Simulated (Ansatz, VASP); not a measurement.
**One calculation of Hf, two programs**

INCAR

```
PREC     = Accurate       # precision mode
ENCUT    = 520            # plane-wave cutoff, eV
EDIFF    = 1E-6           # SCF threshold, eV
ISMEAR   = 0              # smearing method
SIGMA    = 0.15           # smearing width, eV
LREAL    = False          # projectors in reciprocal space
LASPH    = True           # aspherical terms in the spheres
NELM     = 80             # most SCF steps
ALGO     = Fast           # electronic algorithm
ISIF     = 2              # what is computed and relaxed
LWAVE    = False          # write WAVECAR
LCHARG   = False          # write CHGCAR
GGA      = CA             # functional
NBANDS   = 11             # bands
```

File KPOINTS:

```
regular mesh
0
Gamma
  20 20 20
```

File POSCAR:

```
Hf
1.0
    0.0000000000      2.0662860160      2.2322087831
    2.0662860160      0.0000000000      2.2322087831
    2.0662860160      2.0662860160      0.0000000000
Hf
1
Direct
    0.0000000000      0.0000000000      0.0000000000
```

Input for Ansatz:

```yaml
crystal:
  lattice:
    - [0.0, 2.066286016, 2.2322087831]
    - [2.066286016, 0.0, 2.2322087831]
    - [2.066286016, 2.066286016, 0.0]
  atoms:
    - { symbol: Hf, position: [0.0, 0.0, 0.0] }
basis:
  ecutwfc: 420
kpoints:
  mp_grid: { grid: [20, 20, 20] }
hamiltonian:
  xc: lda
scf:
  occupations: { method: gaussian, width: 0.15 }
output:
  forces: true
  stress: true
  eigenvalues: true
```

Alike in both runs: task single point; functional LDA; k mesh 20 × 20 × 20; occupations gaussian, width 0.15 eV; no spin polarisation.

|  | VASP | Ansatz |
| --- | --- | --- |
| version | VASP 6.6.1 | Ansatz 0.2.0 |
| potentials or method | VASP PAW LDA potentials, release 64 (Hf_pv), cutoff 520 eV | scalar-relativistic, plane waves, PAW |
| valence electrons in the cell | 10 | 26 |

VASP gave:

| Property | Result |
| --- | --- |
| gap on the k mesh at the Fermi level (eV) | none |
| pressure (GPa) | 11.1 |
| traceless stress, the component that is largest in VASP (GPa) | -2.66 |

Q: Which values does Ansatz return?

A: gap on the k mesh at the Fermi level (eV): none; pressure (GPa): 11.1; traceless stress, the component that is largest in VASP (GPa): -2.65.

LDA's correlation is that of Perdew and Zunger in VASP and of Perdew and Wang (1992) in Ansatz. A gap of «none» marks a metal or a gap that the smearing closes. VASP's potentials hold 10 valence electrons a cell and Ansatz's 26, so a difference there can come from the potentials and not from the codes.

Spin-orbit coupling is off throughout.
